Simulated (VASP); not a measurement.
# SnSe in VASP: notebook, part 2 of 2

VASP 6.6.1. Earlier steps stand in the parts before.

### Step 5. Single point, PBEsol+D3(BJ)

This run uses another cell than the first one, of 24.51 Å³/atom.

Input file INCAR:

```
SYSTEM = SnSe
PREC     = Accurate       ! precision mode
ENCUT    = 520            ! plane-wave cutoff, eV
EDIFF    = 1E-6           ! SCF threshold, eV
ISMEAR   = 0              ! smearing method
SIGMA    = 0.03           ! smearing width, eV
LREAL    = .FALSE.        ! projectors in reciprocal space
LASPH    = .TRUE.         ! aspherical terms in the spheres
NELM     = 80             ! most SCF steps
ALGO     = Normal         ! electronic algorithm
ISIF     = 2              ! what is computed and relaxed
LWAVE    = .FALSE.        ! write WAVECAR
LCHARG   = .FALSE.        ! write CHGCAR
GGA      = PS             ! functional
IVDW     = 12             ! dispersion correction
NBANDS   = 28             ! bands
```

Input file KPOINTS:

```
Automatic mesh
0
G
  8 8 6
  0 0 0
```

Input file POSCAR:

```
SnSe
1.0
    3.9456558390      0.0000000000      0.0000000000
    0.0000000000      3.9456558390      0.0000000000
    0.0000000000      0.0000000000      6.2970000000
Sn Se
2 2
Direct
    0.5000000000      0.0000000000      0.2500241371
    0.0000000000      0.5000000000      0.7499758629
    0.5000000000      0.0000000000      0.7499817524
    0.0000000000      0.5000000000      0.2500182476
```

On the command line:

```sh
cat potpaw_PBE.64/Sn_d/POTCAR potpaw_PBE.64/Se/POTCAR > POTCAR
mpirun -np 1 vasp_std > vasp.out
```

Run time: 3.2 min. Hardware: 1 thread of Intel Xeon 8259CL, shared host; peak memory 0.29 GiB.

The run converged. Its results:

- Free energy: -18.8734 eV
- Pressure: 4.4 GPa
- Band gap on the k mesh: zero (bands 20 and 21 overlap by 0.29 eV)
- Dispersion energy per atom: -0.368 eV

Stress tensor (GPa, compression positive):
```
 9.93  0.00  0.00
 0.00  9.93  0.00
 0.00  0.00 -6.72
```

Levels at points of the mesh, in eV from the Fermi level:
```
           k point  band 18  band 19  band 20  band 21  band 22  band 23
(0.00, 0.00, 0.00)    -3.18    -3.18    -2.14     2.57     2.73     4.84
(0.50, 0.00, 0.00)    -2.42    -0.05    -0.05     1.15     1.15     1.51
(0.50, 0.50, 0.00)    -5.28    -3.85    -3.85     2.21     2.21     4.03
(0.00, 0.00, 0.50)    -3.78    -3.00    -3.00     2.06     2.07     3.35
(0.50, 0.00, 0.50)    -2.35    -0.58    -0.58     0.78     0.78     0.98
(0.50, 0.50, 0.50)    -6.07    -1.71    -1.71     0.90     0.90     4.41
```

Caveat: the stress differs along the axes, from -7 to 10 GPa; semilocal functionals underestimate gaps, and a narrow one can read as zero; the PAW data sets were made with another functional, which shifts forces and pressure a little; spin-orbit coupling is left out, which moves the levels of the heavy elements.

### Step 6. Single point, PBEsol+D3(BJ)

This run uses another cell than the first one, of 30.45 Å³/atom.

Input file INCAR:

```
PREC = Accurate
ENCUT = 520
EDIFF = 1E-6
ISMEAR = 0
SIGMA = 0.03
LREAL = F
LASPH = T
NELM = 80
ALGO = Normal
ISIF = 2
LWAVE = F
LCHARG = F
GGA = PS
IVDW = 12
NBANDS = 28
```

Input file KPOINTS:

```
regular mesh
0
Gamma
  8 8 6
```

Input file POSCAR:

```
SnSe
1.0
    4.2571363761      0.0000000000      0.0000000000
    0.0000000000      4.2571363761      0.0000000000
    0.0000000000      0.0000000000      6.7200000000
Sn Se
2 2
Direct
    0.5000000000      0.0000000000      0.2500241371
    0.0000000000      0.5000000000      0.7499758629
    0.5000000000      0.0000000000      0.7499817524
    0.0000000000      0.5000000000      0.2500182476
```

Potentials or basis: VASP PAW PBE potentials, release 64 (Sn_d, Se).

On the command line:

```sh
cat potpaw_PBE.64/Sn_d/POTCAR potpaw_PBE.64/Se/POTCAR > POTCAR
mpirun -np 1 vasp_std > vasp.out
```

OUTCAR:

```text
PREC = Accurate
   ENCUT = 520
   EDIFF = 1E-6
   ISMEAR = 0
   LREAL = F
   LASPH = T
   NELM = 80
   ISIF = 2
   GGA = PS
   IVDW = 12
 IVDW          = 12

 ion  position               nearest neighbor table
   1  0.500  0.000  0.250-   4 3.01   4 3.01   4 3.01   4 3.01
   2  0.000  0.500  0.750-   3 3.01   3 3.01   3 3.01   3 3.01
   3  0.500  0.000  0.750-   2 3.01   2 3.01   2 3.01   2 3.01
   4  0.000  0.500  0.250-   1 3.01   1 3.01   1 3.01   1 3.01

[... 947 lines left out ...]

 E8    (eV) :    -0.8217

  FORCE on cell =-STRESS in cart. coord.  units (eV):
  Direction    XX          YY          ZZ          XY          YZ          ZX
  --------------------------------------------------------------------------------------
  -------------------------------------------------------------------------------------
  Total      -1.58044    -1.58044    -6.11128     0.00000     0.00000     0.00000
  in kB     -20.79145   -20.79145   -80.39675     0.00000     0.00000     0.00000
  external pressure =      -40.66 kB  Pullay stress =        0.00 kB

 VOLUME and BASIS-vectors are now :
 -----------------------------------------------------------------------------
  energy-cutoff  :      520.00
  volume of cell :      121.79
      direct lattice vectors                 reciprocal lattice vectors
     4.257136376  0.000000000  0.000000000     0.234899686  0.000000000  0.000000000
     0.000000000  4.257136376  0.000000000     0.000000000  0.234899686  0.000000000
     0.000000000  0.000000000  6.720000000     0.000000000  0.000000000  0.148809524

 POSITION                                       TOTAL-FORCE (eV/Angst)
 -----------------------------------------------------------------------------------
      2.12857      0.00000      1.68016         0.000000      0.000000      0.000179
      0.00000      2.12857      5.03984        -0.000000      0.000000     -0.000179
      2.12857      0.00000      5.03988        -0.000000      0.000000     -0.000279
      0.00000      2.12857      1.68012        -0.000000      0.000000      0.000279
 -----------------------------------------------------------------------------------
    total drift:                                0.000000      0.000000      0.000000

  FREE ENERGIE OF THE ION-ELECTRON SYSTEM (eV)
  ---------------------------------------------------
  free  energy   TOTEN  =       -18.6682468147 eV

  energy  without entropy=      -18.6682467969  energy(sigma->0) =      -18.66824681
```

Wall time 2.2 min (1 thread of AMD EPYC 7R13 (Zen 3), shared host); peak memory 0.29 GiB.

Results:

| Property | Result |
| --- | --- |
| Free energy | -18.6682 eV |
| Pressure | -4.1 GPa |
| Band gap on the k mesh | 0.20 eV |
| Dispersion energy per atom | -0.305 eV |

Caveat: the stress differs along the axes, from -8 to -2 GPa; semilocal functionals underestimate gaps, and a narrow one can read as zero; the PAW data sets were made with another functional, which shifts forces and pressure a little; spin-orbit coupling is left out, which moves the levels of the heavy elements. A k mesh can miss the band edges.

### Step 7. Single point, PBEsol+D3(BJ)

This run uses another cell than the first one, of 31.95 Å³/atom.

Input file INCAR:

```
SYSTEM = SnSe
ALGO = Normal
EDIFF = 1E-7
ENCUT = 520
GGA = PS
ISIF = 2
ISMEAR = 0
IVDW = 12
LASPH = .TRUE.
LCHARG = .FALSE.
LREAL = .FALSE.
LWAVE = .FALSE.
NBANDS = 28
NELM = 80
PREC = Accurate
SIGMA = 0.03
```

Input file KPOINTS:

```
k-points
0
G
  8 8 6
  0 0 0
```

POSCAR: that of step 6 with these lines changed.

```diff
@@ -2,4 +2,4 @@
 1.0
-    4.2571363761      0.0000000000      0.0000000000
-    0.0000000000      4.2571363761      0.0000000000
+    4.3610103623      0.0000000000      0.0000000000
+    0.0000000000      4.3610103623      0.0000000000
     0.0000000000      0.0000000000      6.7200000000
```

On the command line:

```sh
cat potpaw_PBE.64/Sn_d/POTCAR potpaw_PBE.64/Se/POTCAR > POTCAR
mpirun -np 1 vasp_std > vasp.out
```

It took 3 min on 1 thread of AMD EPYC 7R13 (Zen 3), shared host; peak memory 0.3 GiB.

The run converged. Its results:

- Free energy: -18.5302 eV
- Pressure: -7.3 GPa
- Band gap on the k mesh: 0.17 eV
- Dispersion energy per atom: -0.311 eV

Stress tensor (GPa, compression positive):
```
-6.17  0.00  0.00
 0.00 -6.17  0.00
 0.00  0.00 -9.59
```

Levels at points of the mesh, in eV from the valence-band top:
```
           k point  band 17  band 18  band 19  band 20  band 21  band 22  band 23  band 24
(0.00, 0.00, 0.00)    -2.88    -2.00    -2.00    -1.34     2.74     3.57     4.29     4.29
(0.50, 0.00, 0.00)    -1.55    -1.55    -0.28    -0.28     0.90     0.90     1.65     1.65
(0.50, 0.50, 0.00)    -3.42    -3.42    -2.58    -2.58     3.36     3.36     3.59     3.59
(0.00, 0.00, 0.50)    -2.48    -2.48    -1.98    -1.98     1.79     1.79     4.27     4.27
(0.50, 0.00, 0.50)    -1.49    -1.49     0.00     0.00     0.17     0.17     1.16     1.16
(0.50, 0.50, 0.50)    -4.07    -4.07    -1.07    -1.07     1.17     1.17     4.63     4.63
```

Caveat: the cell stands under tension; semilocal functionals underestimate gaps, and a narrow one can read as zero; the PAW data sets were made with another functional, which shifts forces and pressure a little; spin-orbit coupling is left out, which moves the levels of the heavy elements.

### Step 8. The runs side by side

| cell | gap on the mesh (eV) | pressure (GPa) |
| --- | --- | --- |
| a = 4.361, b = 4.361, c = 5.028 Å, 4 atoms | none | 10.5 |
| a = 3.946, b = 3.946, c = 6.138 Å, 4 atoms | none | 5.5 |
| a = 4.257, b = 4.257, c = 5.345 Å, 4 atoms | none | 5.6 |
| a = 3.946, b = 3.946, c = 6.297 Å, 4 atoms | none | 4.4 |
| a = 4.257, b = 4.257, c = 6.720 Å, 4 atoms | 0.20 | -4.1 |
| a = 4.361, b = 4.361, c = 6.720 Å, 4 atoms | 0.17 | -7.3 |

Alike in all rows: task single point; level PBEsol+D3(BJ); potentials or basis VASP PAW PBE potentials, release 64 (Sn_d, Se); no spin polarisation; k mesh 8 × 8 × 6; cutoff (eV) 520; smearing gaussian 0.03 eV.

Caveats: the PAW data sets were made with another functional, which shifts forces and pressure a little; spin-orbit coupling is left out, which moves the levels of the heavy elements; semilocal functionals underestimate gaps, and a narrow one can read as zero (at least some runs); the stress differs along the axes, from -3 to 37 GPa (at least some runs); the stress differs along the axes, from -5 to 11 GPa (at least some runs); the stress differs along the axes, from -3 to 23 GPa (at least some runs); the stress differs along the axes, from -7 to 10 GPa (at least some runs).

Absolute energies hang on the potentials; compare differences alone.
